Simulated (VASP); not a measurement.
# B2F (P6/mmm) in VASP: notebook, part 2 of 2

VASP 6.6.1.

### 4 Single point, PBE, collinear spin

This run uses another cell than the first one, of 9.63 Å³/atom.

Contents of INCAR:

```
SYSTEM = B2F
PREC     = Accurate       ! precision mode
ENCUT    = 520            ! plane-wave cutoff, eV
EDIFF    = 1E-6           ! SCF threshold, eV
ISMEAR   = 0              ! smearing method
SIGMA    = 0.1            ! smearing width, eV
LREAL    = .FALSE.        ! projectors in reciprocal space
LASPH    = .TRUE.         ! aspherical terms in the spheres
NELM     = 150            ! most SCF steps
ALGO     = Normal         ! electronic algorithm
ISIF     = 2              ! what is computed and relaxed
LWAVE    = .FALSE.        ! write WAVECAR
LCHARG   = .FALSE.        ! write CHGCAR
ISPIN    = 2              ! spin polarisation
MAGMOM   = 0 0 1          ! initial moments
LORBIT   = 11             ! projections on sites
GGA      = PE             ! functional
NBANDS   = 18             ! bands
```

Contents of KPOINTS:

```
Automatic mesh
0
G
  6 6 4
  0 0 0
```

Contents of POSCAR:

```
B2F
1.0
    2.9547007010      0.0000000000      0.0000000000
   -1.4773503505      2.5588458677      0.0000000000
    0.0000000000      0.0000000000      3.8212338823
B F
2 1
Direct
    0.3333333333      0.6666666667      0.5000000000
    0.6666666667      0.3333333333      0.5000000000
    0.0000000000      0.0000000000      0.0000000000
```

Potentials or basis: VASP PAW PBE potentials, release 64 (B, F).

Started as:

```sh
$ cat potpaw_PBE.64/B/POTCAR potpaw_PBE.64/F/POTCAR > POTCAR
$ mpirun -np 1 vasp_std > vasp.out
```

OUTCAR:

```text
SYSTEM = B2F
   PREC = Accurate
   ENCUT = 520
   EDIFF = 1E-6
   ISMEAR = 0
   LREAL = .FALSE.
   LASPH = .TRUE.
   NELM = 150
   ISIF = 2
   ISPIN = 2
   LORBIT = 11
   GGA = PE

 ion  position               nearest neighbor table
   1  0.333  0.667  0.500-   2 1.71   2 1.71   2 1.71
   2  0.667  0.333  0.500-   1 1.71   1 1.71   1 1.71
   3  0.000  0.000  0.000-

  LATTYP: Found a hexagonal cell.
 ALAT       =     2.9547007010
 C/A-ratio  =     1.2932727437

[... 1096 lines left out ...]

 VOLUME and BASIS-vectors are now :
 -----------------------------------------------------------------------------
  energy-cutoff  :      520.00
  volume of cell :       28.89
      direct lattice vectors                 reciprocal lattice vectors
     2.954700701  0.000000000  0.000000000     0.338443755  0.195400593  0.000000000
    -1.477350351  2.558845868  0.000000000     0.000000000  0.390801186  0.000000000
     0.000000000  0.000000000  3.821233882     0.000000000  0.000000000  0.261695576

 POSITION                                       TOTAL-FORCE (eV/Angst)
 -----------------------------------------------------------------------------------
     -0.00000      1.70590      1.91062         0.000000      0.000000      0.000000
      1.47735      0.85295      1.91062        -0.000000     -0.000000      0.000000
      0.00000      0.00000      0.00000         0.000000      0.000000      0.000000
 -----------------------------------------------------------------------------------
    total drift:                               -0.000000      0.000000      0.000000

  FREE ENERGIE OF THE ION-ELECTRON SYSTEM (eV)
  ---------------------------------------------------
  free  energy   TOTEN  =       -14.0292593687 eV

  energy  without entropy=      -14.0201804778  energy(sigma->0) =      -14.02471992

 total charge

# of ion       s       p       d       tot
------------------------------------------
    1        0.797   0.995   0.000   1.792
    2        0.797   0.995   0.000   1.792
    3        1.753   4.217   0.000   5.970
--------------------------------------------------
tot          3.347   6.207   0.000   9.554

 magnetization (x)

# of ion       s       p       d       tot
------------------------------------------
    1        0.000   0.000   0.000   0.000
    2        0.000   0.000   0.000   0.000
    3       -0.000   0.000   0.000   0.000
--------------------------------------------------
tot          0.000   0.001   0.000   0.001
```

OSZICAR:

```text
N       E                     dE             d eps       ncg     rms          rms(c)
DAV:   1     0.295566518327E+02    0.29557E+02   -0.59295E+03  1512   0.656E+02
DAV:   2    -0.132093931620E+02   -0.42766E+02   -0.40007E+02  2012   0.147E+02
DAV:   3    -0.142039831715E+02   -0.99459E+00   -0.98538E+00  1690   0.179E+01
DAV:   4    -0.142055698024E+02   -0.15866E-02   -0.15865E-02  1778   0.867E-01
DAV:   5    -0.142055720416E+02   -0.22392E-05   -0.22392E-05  1688   0.343E-02    0.771E+00
DAV:   6    -0.141084831310E+02    0.97089E-01   -0.13095E+00  1630   0.556E+00    0.289E+00
DAV:   7    -0.140548985290E+02    0.53585E-01   -0.45049E-01  1580   0.275E+00    0.179E+00
DAV:   8    -0.140284221994E+02    0.26476E-01   -0.17392E-01  1800   0.206E+00    0.665E-01
DAV:   9    -0.140286531815E+02   -0.23098E-03   -0.16891E-02  1586   0.656E-01    0.187E-01
DAV:  10    -0.140290216804E+02   -0.36850E-03   -0.16773E-03  1566   0.303E-01    0.863E-02
DAV:  11    -0.140291984417E+02   -0.17676E-03   -0.22501E-04  1612   0.912E-02    0.293E-02
DAV:  12    -0.140292296871E+02   -0.31245E-04   -0.28148E-05  1642   0.334E-02    0.167E-02
DAV:  13    -0.140292510301E+02   -0.21343E-04   -0.15540E-05  1578   0.230E-02    0.856E-03
DAV:  14    -0.140292565622E+02   -0.55321E-05   -0.43962E-06  1624   0.120E-02    0.477E-03
DAV:  15    -0.140292583976E+02   -0.18354E-05   -0.15610E-06  1434   0.750E-03    0.306E-03
DAV:  16    -0.140292593687E+02   -0.97113E-06   -0.14994E-06  1512   0.679E-03
   1 F= -.14029259E+02 E0= -.14024720E+02  d E =-.907889E-02  mag=     0.0004
```

stdout:

```text
POSCAR found type information on POSCAR B F
 POSCAR found :  2 types and       3 ions
 scaLAPACK will be used
 LDA part: xc-table for (Slater+PW92), standard interpolation
 POSCAR, INCAR and KPOINTS ok, starting setup
 FFT: planning ... GRIDC
 FFT: planning ... GRID_SOFT
 FFT: planning ... GRID
 WAVECAR not read
 entering main loop
```

It took 12 s on 1 thread of Intel Xeon Platinum 8559C (Emerald Rapids), shared host; peak memory 0.15 GiB.

What came out:

* Free energy: -14.0293 eV
* Pressure: 0.0 GPa
* Net moment: 0.00 μB per cell
* Valence electrons inside the program's atomic spheres: B 1.79; F 5.97

Stress tensor (GPa, compression positive):
```
-0.22  0.00  0.00
 0.00 -0.22  0.00
 0.00  0.00  0.32
```

Caveat: the k points lie up to 0.41 Å⁻¹ apart.

### 5 Relaxation of cell and atoms, PBE

Contents of INCAR:

```
SYSTEM = B2F
ALGO = Normal ; EDIFF = 1E-7
EDIFFG = -0.04 ; ENCUT = 600
GGA = PE ; IBRION = 2
ISIF = 3 ; ISMEAR = 0
LASPH = .TRUE. ; LCHARG = .FALSE.
LREAL = .FALSE. ; LWAVE = .FALSE.
NELM = 100 ; NSW = 90
PREC = Accurate ; SIGMA = 0.1
```

Contents of KPOINTS:

```
k-points
0
G
  6 6 6
  0 0 0
```

Contents of POSCAR:

```
B2F
1.0
    3.0423988500      0.0000000000      0.0000000000
   -1.5211994200      2.6347946900      0.0000000000
    0.0000000000      0.0000000000      3.5481789300
B F
2 1
Direct
    0.3333333300      0.6666666700      0.5000000000
    0.6666666700      0.3333333300      0.5000000000
    0.0000000000      0.0000000000      0.0000000000
```

Started as:

```sh
$ cat potpaw_PBE.64/B/POTCAR potpaw_PBE.64/F/POTCAR > POTCAR
$ mpirun -np 1 vasp_std > vasp.out
```

Run time: 13 s. Hardware: 1 thread of Intel Xeon Platinum 8559C (Emerald Rapids), shared host; peak memory 0.14 GiB.

The run converged. Its results:

```
Free energy                           : -14.0332 eV
Relaxed volume                        : 9.59 Å³/atom
Relaxed cell                          : a = 2.950 Å, b = 2.950 Å, c = 3.816 Å, α = 90.00°, β = 90.00°, γ = 120.00°
Space group after relaxing (to 0.1 Å) : P6/mmm (No. 191)
Energy gained by relaxing             : 48.8 meV/atom
Ionic steps                           : 4
Pressure after relaxing               : 0.4 GPa
Band gap on the k mesh                : zero (an odd number of electrons rules out a gap without spin polarisation)
```

Stress tensor (GPa, compression positive):
```
0.50 0.00 0.00
0.00 0.50 0.00
0.00 0.00 0.30
```

Step by step:
| step | energy change (eV) | largest force (eV/Å) | pressure (GPa) | volume (Å³) |
| --- | --- | --- | --- | --- |
| 1 | 0.0000 | 0.0000 | -2.16 | 28.44 |
| 2 | -0.1218 | 0.0000 | 2.88 | 27.88 |
| 3 | -0.1281 | 0.0000 | 4.71 | 27.70 |
| 4 | -0.1463 | 0.0000 | 0.43 | 28.76 |

Final structure:
```
B F
1.0
     2.95001    0.00000    0.00000
    -1.47501    2.55479    0.00000
     0.00000    0.00000    3.81623
B F
2 1
Direct
  0.33333 0.66667 0.50000
  0.66667 0.33333 0.50000
  0.00000 0.00000 0.00000
```

Levels at points of the mesh, in eV from the Fermi level:
| k point | band 5 | band 6 | band 7 | band 8 | band 9 | band 10 |
| --- | --- | --- | --- | --- | --- | --- |
| (0.00, 0.00, 0.00) | -1.73 | 1.69 | 1.69 | 2.39 | 9.92 | 9.92 |
| (0.50, 0.00, 0.00) | -2.64 | -1.95 | 0.11 | 2.50 | 6.63 | 8.53 |
| (0.00, 0.00, 0.50) | -1.32 | -0.96 | 1.75 | 1.75 | 9.53 | 9.53 |
| (0.50, 0.00, 0.50) | -2.03 | -1.02 | -0.72 | 3.96 | 4.96 | 9.54 |

Caveat: the k points lie up to 0.41 Å⁻¹ apart in the final cell, too coarse for converged energies and pressures of a metal; an odd number of electrons without spin polarisation forces a metal; a magnetic or distorted state may lie lower.

### 6 Summary

```tsv
task	spin	cell	k mesh	cutoff (eV)	gap on the mesh (eV)	pressure (GPa)
single point	off	a = 3.042, b = 3.042, c = 3.548 Å, angles 90.0, 90.0, 120.0°, 3 atoms	6 × 6 × 6	520	none	-2.1
single point	off	a = 2.955, b = 2.955, c = 3.821 Å, angles 90.0, 90.0, 120.0°, 3 atoms	6 × 6 × 6	520	none	-0.1
single point	collinear	a = 2.955, b = 2.955, c = 3.821 Å, angles 90.0, 90.0, 120.0°, 3 atoms	6 × 6 × 4	520	none	0.0
relaxation of cell and atoms	off	relaxed from a = 3.042, b = 3.042, c = 3.548 Å, angles 90.0, 90.0, 120.0°, 3 atoms	6 × 6 × 6	600	none	0.4
```

Alike in all rows: level PBE; potentials or basis VASP PAW PBE potentials, release 64 (B, F); smearing gaussian 0.1 eV.

Caveats: all runs use coarse meshes; an odd number of electrons without spin polarisation forces a metal (at least some runs); a magnetic or distorted state may lie lower (at least some runs).

Total energies depend on the potentials used, so only differences within one code and one set of settings carry meaning.
